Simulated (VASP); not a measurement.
# SnO2 (Fm-3m) in VASP: further runs

Runs on SnO2. Level: PBE. Tasks: single point.

All numbers are computed with VASP 6.6.1; they aren't measurements. Logs are shortened: lines on timing, memory, paths and dates and some standing lists are left out, and cuts for length are marked.

## 1. The cell of the first run

It takes space group Fm-3m (No. 225, cubic). The conventional cell has a = 5.148 Å, b = 5.148 Å, c = 5.148 Å, α = 90.00°, β = 90.00°, γ = 90.00°. Within 2.9 Å of Sn (site symmetry m-3m) lie 8 O at 2.23 Å. O (site symmetry -43m) has 4 Sn at 2.23 Å and 6 O at 2.57 Å within 2.9 Å.

## 2. Single point, PBE

INCAR reads:

```
PREC = Accurate
ENCUT = 520
EDIFF = 1E-6
ISMEAR = 0
SIGMA = 0.014
LREAL = F
LASPH = T
NELM = 100
ALGO = Normal
ISIF = 2
LWAVE = F
LCHARG = F
GGA = PE
NBANDS = 20
```

KPOINTS reads:

```
Automatic mesh
0
Gamma
  9 9 9
```

POSCAR reads:

```
SnO2
1.0
    0.0000000000      2.5741500000      2.5741500000
    2.5741500000      0.0000000000      2.5741500000
    2.5741500000      2.5741500000      0.0000000000
Sn O
1 2
Direct
    0.0000000000      0.0000000000      0.0000000000
    0.7500000000      0.7500000000      0.7500000000
    0.2500000000      0.2500000000      0.2500000000
```

Potentials or basis: VASP PAW PBE potentials, release 64 (Sn_d, O).

On the command line:

```console
cat potpaw_PBE.64/Sn_d/POTCAR potpaw_PBE.64/O/POTCAR > POTCAR
mpirun -np 1 vasp_std > vasp.out
```

OUTCAR:

```text
PREC = Accurate
   ENCUT = 520
   EDIFF = 1E-6
   ISMEAR = 0
   LREAL = F
   LASPH = T
   NELM = 100
   ISIF = 2
   GGA = PE

 ion  position               nearest neighbor table
   1  0.000  0.000  0.000-   2 2.23   3 2.23   2 2.23   2 2.23   2 2.23   3 2.23   3 2.23   3 2.23

   2  0.750  0.750  0.750-   1 2.23   1 2.23   1 2.23   1 2.23
   3  0.250  0.250  0.250-   1 2.23   1 2.23   1 2.23   1 2.23

  LATTYP: Found a face centered cubic cell.
 ALAT       =     5.1483000000

  Lattice vectors:

 A1 = (   0.0000000000,   2.5741500000,   2.5741500000)
 A2 = (   2.5741500000,   0.0000000000,   2.5741500000)
 A3 = (   2.5741500000,   2.5741500000,   0.0000000000)

Analysis of symmetry for initial positions (statically):
=====================================================================
 Subroutine PRICEL returns:
 Original cell was already a primitive cell.

 Routine SETGRP: Setting up the symmetry group for a
 face centered cubic supercell.

 Subroutine GETGRP returns: Found 48 space group operations
 (whereof 48 operations were pure point group operations)
 out of a pool of 48 trial point group operations.

The static configuration has the point symmetry O_h .

Analysis of symmetry for dynamics (positions and initial velocities):
=====================================================================
 Subroutine PRICEL returns:
 Original cell was already a primitive cell.

 Routine SETGRP: Setting up the symmetry group for a
 face centered cubic supercell.

 Subroutine GETGRP returns: Found 48 space group operations
 (whereof 48 operations were pure point group operations)
 out of a pool of 48 trial point group operations.

The dynamic configuration has the point symmetry O_h .

 Subroutine INISYM returns: Found 48 space group operations
 (whereof 48 operations are pure point group operations),
 and found     1 'primitive' translations

----------------------------------------------------------------------------------------

                                     Primitive cell

  volume of cell :      34.1139

  direct lattice vectors                    reciprocal lattice vectors
     0.000000000  2.574150000  2.574150000    -0.194238875  0.194238875  0.194238875
     2.574150000  0.000000000  2.574150000     0.194238875 -0.194238875  0.194238875
     2.574150000  2.574150000  0.000000000     0.194238875  0.194238875 -0.194238875

  length of vectors
     3.640397842  3.640397842  3.640397842     0.336431600  0.336431600  0.336431600

  position of ions in fractional coordinates (direct lattice)
     0.000000000  0.000000000  0.000000000
     0.750000000  0.750000000  0.750000000
     0.250000000  0.250000000  0.250000000

  ion indices of the primitive-cell ions
   primitive index   ion index
                 1           1
                 2           2
                 3           3

----------------------------------------------------------------------------------------

 KPOINTS: Automatic mesh

Automatic generation of k-mesh.
 Grid dimensions read from file:
 generate k-points for:    9    9    9

 Generating k-lattice:

  Cartesian coordinates                     Fractional coordinates (reciprocal lattice)
    -0.021582097  0.021582097  0.021582097     0.111111111  0.000000000  0.000000000
     0.021582097 -0.021582097  0.021582097     0.000000000  0.111111111  0.000000000
     0.021582097  0.021582097 -0.021582097     0.000000000  0.000000000  0.111111111

  Length of vectors
     0.037381289  0.037381289  0.037381289

  Shift w.r.t. Gamma in fractional coordinates (k-lattice)
     0.000000000  0.000000000  0.000000000

 Subroutine IBZKPT returns following result:
 ===========================================

 Found     35 irreducible k-points:

 Following reciprocal coordinates:
            Coordinates               Weight
  0.000000  0.000000  0.000000      1.000000
  0.111111  0.000000  0.000000      8.000000
  0.222222  0.000000  0.000000      8.000000
  0.333333  0.000000  0.000000      8.000000
  0.444444  0.000000  0.000000      8.000000
  0.111111  0.111111  0.000000      6.000000
[... 16 lines left out ...]
 -0.333333  0.333333  0.000000     12.000000
  0.444444  0.444444  0.000000      6.000000
 [... further k-points ...]
   k-points           NKPTS =     35   k-points in BZ     NKDIM =     35   number of bands    NBANDS=     20
   number of dos      NEDOS =    301   number of ions     NIONS =      3
   total plane-waves  NPLWV =  21952
   dimension x,y,z NGX =    28 NGY =   28 NGZ =   28
   dimension x,y,z NGXF=    56 NGYF=   56 NGZF=   56
   ions per type =               1   2
   NGX,Y,Z   is equivalent  to a cutoff of  12.79, 12.79, 12.79 a.u.
   NGXF,Y,Z  is equivalent  to a cutoff of  25.57, 25.57, 25.57 a.u.
 SYSTEM =  unknown system
   PREC   = accura    normal or accurate (medium, high low for compatibility)
   ISTART =      0    job   : 0-new  1-cont  2-samecut
   ICHARG =      2    charge: 1-file 2-atom 10-const
   ISPIN  =      1    spin polarized calculation?
   LNONCOLLINEAR =      F non collinear calculations
   LSORBIT =      F    spin-orbit coupling
   LASPH  =      T    aspherical Exc in radial PAW
   ENCUT  =  520.0 eV  38.22 Ry    6.18 a.u.   6.77  6.77  6.77*2*pi/ulx,y,z
   NELM   =    100;   NELMIN=  2; NELMDL= -5     # of ELM steps
   EDIFF  = 0.1E-05   stopping-criterion for ELM
   LREAL  =      F    real-space projection
   EDIFFG = 0.1E-04   stopping-criterion for IOM
   NSW    =      0    number of steps for IOM
   IBRION =     -1    ionic relax: 0-MD 1-quasi-New 2-CG
   NFREE  =      0    steps in history (QN), initial steepest desc. (CG)
   ISIF   =      2    stress and relaxation
   ISYM   =      2    0-nonsym 1-usesym 2-fastsym
   POTIM  = 0.5000    time-step for ionic-motion
   TEBEG  =    0.0;   TEEND  =   0.0 temperature during run
   PSTRESS=    0.0 pullay stress
   NELECT =      26.0000    total number of electrons
   NUPDOWN=      -1.0000    fix difference up-down
   EMIN   =  10.00;   EMAX   =-10.00  energy-range for DOS
   EFERMI =   0.00;   METHOD = LEGACY
   ISMEAR =     0;   SIGMA  =   0.01  broadening in eV -4-tet -1-fermi 0-gaus
   EFERMI_NEDOS =   21; number of points for ismear=-14 and -15
   IALGO  =     38    algorithm
   IMIX   =      4    mixing-type and parameters
     AMIX     =   0.40;   BMIX     =  1.00
     AMIX_MAG =   1.60;   BMIX_MAG =  1.00
  volume/ion in A,a.u.               =      11.37        76.74
  Fermi-wavevector in a.u.,A,eV,Ry     =   1.495393  2.825884 30.425363  2.236201
  Thomas-Fermi vector in A             =   2.607544
   LORBIT       =      0    0 simple, 1 ext, 2 COOP (PROOUT), +10 PAW based schemes
   GGA     = PE    functional components
   LHFCALC =     F    Hartree Fock is set to
   AEXX    =    0.0000 exact exchange contribution
   IVDW    =     0    specifies the selected vdW correction
   LEPSILON=     F    determine dielectric tensor
   LRPA    =     F    only Hartree local field effects (RPA)
 non-spin polarized calculation
 Gauss-broadening in eV      SIGMA  =   0.01
  energy-cutoff  :      520.00
  volume of cell :       34.11
 maximum number of plane-waves:       941
   NGX = 13   NGY = 13   NGZ = 13

 number of electron      25.9999992 magnetization

 Free energy of the ion-electron system (eV)
  ---------------------------------------------------
  ext. energy  EPLUGINS =         0.00000000
  ---------------------------------------------------
  free energy    TOTEN  =       -17.91698605 eV

  energy without entropy =      -17.91692023  energy(sigma->0) =      -17.91695314

 E-fermi :   7.2871     XC(G=0): -11.6629

 val. band max:        7.2678925908   @ k =  -0.3333   0.4444   0.1111
 cond. band min:       8.3992148260   @ k =   0.1111   0.0000   0.0000
 fundamental gap:      1.1313222353
 Fermi energy:         7.2870963919

 k-point     1 :       0.0000    0.0000    0.0000
  band No.  band energies     occupation
      1     -13.2157      2.00000
      2     -13.2157      2.00000
      3     -13.2157      2.00000
      4     -13.0920      2.00000
      5     -13.0920      2.00000
      6     -11.9494      2.00000
[... 12 lines left out ...]
     19      22.4380      0.00000
     20      22.4380      0.00000

 k-point     2 :       0.1111    0.0000    0.0000
  band No.  band energies     occupation
      1     -13.2573      2.00000
      2     -13.2073      2.00000
      3     -13.2073      2.00000
      4     -13.0922      2.00000
      5     -13.0922      2.00000
      6     -11.8291      2.00000
[... 12 lines left out ...]
     19      22.4600      0.00000
     20      22.4600      0.00000

 k-point     3 :       0.2222    0.0000    0.0000
  band No.  band energies     occupation
      1     -13.3739      2.00000
      2     -13.1901      2.00000
      3     -13.1901      2.00000
      4     -13.0888      2.00000
      5     -13.0888      2.00000
      6     -11.4538      2.00000
[... 12 lines left out ...]
     19      22.5186      0.00000
     20      22.9033      0.00000

 k-point     4 :       0.3333    0.0000    0.0000
  band No.  band energies     occupation
      1     -13.5122      2.00000
      2     -13.1795      2.00000
      3     -13.1795      2.00000
      4     -13.0756      2.00000
      5     -13.0756      2.00000
      6     -10.8507      2.00000
[... 12 lines left out ...]
     19      22.5505      0.00000
     20      23.1715      0.00000

 k-point     5 :       0.4444    0.0000    0.0000
  band No.  band energies     occupation
      1     -13.6018      2.00000
      2     -13.1776      2.00000
      3     -13.1776      2.00000
      4     -13.0618      2.00000
      5     -13.0618      2.00000
      6     -10.1567      2.00000
[... 12 lines left out ...]
     19      22.4907      0.00000
     20      22.6619      0.00000

 k-point     6 :       0.1111    0.1111    0.0000
  band No.  band energies     occupation
      1     -13.2765      2.00000
      2     -13.1997      2.00000
      3     -13.1997      2.00000
      4     -13.0984      2.00000
      5     -13.0874      2.00000
      6     -11.7958      2.00000
[... 12 lines left out ...]
     19      22.5338      0.00000
     20      22.5921      0.00000

 k-point     7 :       0.2222    0.1111    0.0000
  band No.  band energies     occupation
      1     -13.3559      2.00000
      2     -13.1953      2.00000
      3     -13.1812      2.00000
      4     -13.1032      2.00000
      5     -13.0818      2.00000
      6     -11.5170      2.00000
[... 12 lines left out ...]
     19      22.7583      0.00000
     20      23.6088      0.00000
[... 277 lines left out ...]
 k-point    20 :       0.3333    0.3333    0.0000
  band No.  band energies     occupation
      1     -13.5881      2.00000
      2     -13.1374      2.00000
      3     -13.1102      2.00000
      4     -13.1102      2.00000
      5     -13.0626      2.00000
      6     -10.8106      2.00000
[... 12 lines left out ...]
     19      23.7262      0.00000
     20      26.0919      0.00000

 k-point    21 :       0.4444    0.3333    0.0000
  band No.  band energies     occupation
      1     -13.6284      2.00000
      2     -13.1442      2.00000
      3     -13.1349      2.00000
      4     -13.0976      2.00000
      5     -13.0571      2.00000
      6     -10.4369      2.00000
[... 12 lines left out ...]
     19      24.1118      0.00000
     20      25.5636      0.00000

 k-point    22 :      -0.4444    0.3333    0.0000
  band No.  band energies     occupation
      1     -13.5967      2.00000
      2     -13.2384      2.00000
      3     -13.1345      2.00000
      4     -13.0969      2.00000
      5     -13.0635      2.00000
      6      -9.9368      2.00000
[... 12 lines left out ...]
     19      24.0452      0.00000
     20      25.4635      0.00000

 k-point    23 :      -0.3333    0.3333    0.0000
  band No.  band energies     occupation
      1     -13.5010      2.00000
      2     -13.3537      2.00000
      3     -13.1188      2.00000
      4     -13.1056      2.00000
      5     -13.0816      2.00000
      6      -9.4463      2.00000
[... 12 lines left out ...]
     19      23.1534      0.00000
     20      26.1764      0.00000

 k-point    24 :       0.4444    0.4444    0.0000
  band No.  band energies     occupation
      1     -13.6901      2.00000
      2     -13.1521      2.00000
      3     -13.0779      2.00000
      4     -13.0779      2.00000
      5     -13.0539      2.00000
      6     -10.3788      2.00000
[... 12 lines left out ...]
     19      24.3781      0.00000
     20      24.8385      0.00000

 [... further k-points ...]

------------------------ aborting loop because EDIFF is reached ----------------------------------------

  FORCE on cell =-STRESS in cart. coord.  units (eV):
  Direction    XX          YY          ZZ          XY          YZ          ZX
  --------------------------------------------------------------------------------------
  -------------------------------------------------------------------------------------
  Total        0.0173465      0.0173465      0.0173465      0.0000000      0.0000000      0.0000000
  in kB        0.8146875      0.8146875      0.8146875      0.0000000      0.0000000      0.0000000
  external PRESSURE =       0.8146875 kB  Pullay stress =       0.0000000 kB

 VOLUME and BASIS-vectors are now :
 -----------------------------------------------------------------------------
  energy-cutoff  :      520.00
  volume of cell :       34.11
      direct lattice vectors                 reciprocal lattice vectors
     0.000000000  2.574150000  2.574150000    -0.194238875  0.194238875  0.194238875
     2.574150000  0.000000000  2.574150000     0.194238875 -0.194238875  0.194238875
     2.574150000  2.574150000  0.000000000     0.194238875  0.194238875 -0.194238875

 POSITION                                       TOTAL-FORCE (eV/Angst)
 -----------------------------------------------------------------------------------
      0.00000      0.00000      0.00000         0.000000     -0.000000      0.000000
      3.86123      3.86123      3.86123         0.000000      0.000000      0.000000
      1.28707      1.28707      1.28707        -0.000000     -0.000000     -0.000000
 -----------------------------------------------------------------------------------
    total drift:                               -0.000000     -0.000000      0.000000

  FREE ENERGIE OF THE ION-ELECTRON SYSTEM (eV)
  ---------------------------------------------------
  free  energy   TOTEN  =       -17.9169860513 eV

  energy  without entropy=      -17.9169202308  energy(sigma->0) =      -17.91695314
```

It took 16 s on 1 thread of Intel Xeon Platinum 8488C (Sapphire Rapids), shared host; peak memory 0.16 GiB.

Results:

```
Free energy            : -17.9170 eV
Pressure               : 0.1 GPa
Band gap on the k mesh : zero (band 13 reaches 7.27 eV, above the bottom of band 14 at 7.16 eV)
```

Caveat: spin-orbit coupling is left out, which moves the levels of the heavy elements.

## 3. Single point, PBE

INCAR reads:

```
SYSTEM = SnO2
PREC = Accurate
ENCUT = 520
EDIFF = 1E-6
ISMEAR = 0
SIGMA = 0.015
LREAL = .False.
LASPH = .True.
NELM = 80
ALGO = Normal
ISIF = 2
LWAVE = .False.
LCHARG = .False.
GGA = PE
NBANDS = 20
```

KPOINTS reads:

```
Automatic mesh
0
Gamma
  9 9 9
  0 0 0
```

POSCAR is that of step 2.

Potentials or basis: VASP PAW PBE potentials, release 64 (Sn_d, O).

On the command line:

```console
cat potpaw_PBE.64/Sn_d/POTCAR potpaw_PBE.64/O/POTCAR > POTCAR
mpirun -np 1 vasp_std > vasp.out
```

Wall time 15 s (1 thread of Intel Xeon Platinum 8488C (Sapphire Rapids), shared host); peak memory 0.16 GiB.

It converged, with:

```
Free energy            : -17.9170 eV
Pressure               : 0.1 GPa
Band gap on the k mesh : zero (band 13 reaches 7.27 eV, above the bottom of band 14 at 7.16 eV)
```

Levels at points of the mesh, in eV from the Fermi level:
```
           k point  band 9  band 10  band 11  band 12  band 13  band 14  band 15  band 16  band 17  band 18
(0.00, 0.00, 0.00)   -2.73    -2.73    -1.25    -1.25    -1.25    -0.12     7.04     7.04     7.04    13.27
```

Caveat: spin-orbit coupling is left out, which moves the levels of the heavy elements.

## 4. Single point, PBE

INCAR reads:

```
PREC = Accurate
ENCUT = 520
EDIFF = 1E-7
ISMEAR = 0
SIGMA = 0.017
LREAL = False
LASPH = True
NELM = 100
ALGO = Normal
ISIF = 2
LWAVE = False
LCHARG = False
GGA = PE
NBANDS = 20
```

KPOINTS reads:

```
regular mesh
0
Gamma
  9 9 9
```

POSCAR is that of step 3.

On the command line:

```console
cat potpaw_PBE.64/Sn_d/POTCAR potpaw_PBE.64/O/POTCAR > POTCAR
mpirun -np 1 vasp_std > vasp.out
```

It took 16 s on 1 thread of Intel Xeon Platinum 8488C (Sapphire Rapids), shared host; peak memory 0.16 GiB.

Results (log left out):

```yaml
Free_energy: -17.9170 eV
Pressure: 0.1 GPa
Band_gap_on_the_k_mesh: zero (band 13 reaches 7.27 eV, above the bottom of band 14 at 7.16 eV)
```

Levels at points of the mesh, in eV from the Fermi level:
| k point | band 10 | band 11 | band 12 | band 13 | band 14 | band 15 | band 16 | band 17 |
| --- | --- | --- | --- | --- | --- | --- | --- | --- |
| (0.00, 0.00, 0.00) | -2.73 | -1.25 | -1.25 | -1.25 | -0.13 | 7.03 | 7.03 | 7.03 |

Caveat: spin-orbit coupling is left out, which moves the levels of the heavy elements.

## 5. Single point, PBE

INCAR reads:

```
ALGO = Normal
EDIFF = 1E-6
ENCUT = 520
GGA = PE
ISIF = 2
ISMEAR = 0
LASPH = True
LCHARG = True
LELF = True
LREAL = False
LVHAR = True
LWAVE = False
NBANDS = 20
NELM = 80
PREC = Accurate
SIGMA = 0.018000000000000002
```

KPOINTS reads:

```
k-points
0
Gamma
  9 9 9
```

POSCAR is that of step 4.

On the command line:

```console
cat potpaw_PBE.64/Sn_d/POTCAR potpaw_PBE.64/O/POTCAR > POTCAR
mpirun -np 1 vasp_std > vasp.out
```

Run time: 16 s. Hardware: 1 thread of Intel Xeon Platinum 8488C (Sapphire Rapids), shared host; peak memory 0.16 GiB.

The run converged. Its results:

| Item | Value |
| --- | --- |
| Free energy | -17.9170 eV |
| Pressure | 0.1 GPa |
| Band gap on the k mesh | zero (band 13 reaches 7.27 eV, above the bottom of band 14 at 7.16 eV) |

Levels at points of the mesh, in eV from the Fermi level:
```tsv
k point	band 10	band 11	band 12	band 13	band 14	band 15	band 16	band 17
(0.00, 0.00, 0.00)	-2.73	-1.25	-1.25	-1.25	-0.13	7.03	7.03	7.03
```

Caveat: spin-orbit coupling is left out, which moves the levels of the heavy elements.

## 6. Single point, PBE

INCAR reads:

```
PREC = Accurate ; ENCUT = 520
EDIFF = 1E-7 ; ISMEAR = 0
SIGMA = 0.022 ; LREAL = F
LASPH = T ; NELM = 100
ALGO = Normal ; ISIF = 2
LWAVE = F ; LCHARG = T
GGA = PE ; LELF = T
LVHAR = T ; NBANDS = 20
```

KPOINTS reads:

```
regular mesh
0
Gamma
  9 9 9
```

POSCAR is that of step 5.

Potentials or basis: VASP PAW PBE potentials, release 64 (Sn_d, O).

On the command line:

```console
cat potpaw_PBE.64/Sn_d/POTCAR potpaw_PBE.64/O/POTCAR > POTCAR
mpirun -np 1 vasp_std > vasp.out
```

It took 17 s on 1 thread of Intel Xeon Platinum 8488C (Sapphire Rapids), shared host; peak memory 0.16 GiB.

Results (log left out):

```yaml
Free_energy: -17.9170 eV
Pressure: 0.1 GPa
Band_gap_on_the_k_mesh: zero (band 13 reaches 7.27 eV, above the bottom of band 14 at 7.16 eV)
```

Levels at points of the mesh, in eV from the Fermi level:
```tsv
k point	band 9	band 10	band 11	band 12	band 13	band 14	band 15	band 16	band 17	band 18
(0.00, 0.00, 0.00)	-2.74	-2.74	-1.26	-1.26	-1.26	-0.13	7.03	7.03	7.03	13.26
```

Caveat: spin-orbit coupling is left out, which moves the levels of the heavy elements.

## 7. Summary

| smearing | gap on the mesh (eV) | pressure (GPa) |
| --- | --- | --- |
| gaussian 0.014 eV | none | 0.1 |
| gaussian 0.015 eV | none | 0.1 |
| gaussian 0.017 eV | none | 0.1 |
| gaussian 0.018 eV | none | 0.1 |
| gaussian 0.022 eV | none | 0.1 |

Alike in all rows: task single point; level PBE; potentials or basis VASP PAW PBE potentials, release 64 (Sn_d, O); no spin polarisation; cell as given; k mesh 9 × 9 × 9; cutoff (eV) 520.

Every run on the cell as given and a fine mesh finds a metal.

Caveats: spin-orbit coupling is left out, which moves the levels of the heavy elements.

Total energies depend on the potentials used, so only differences within one code and one set of settings carry meaning.
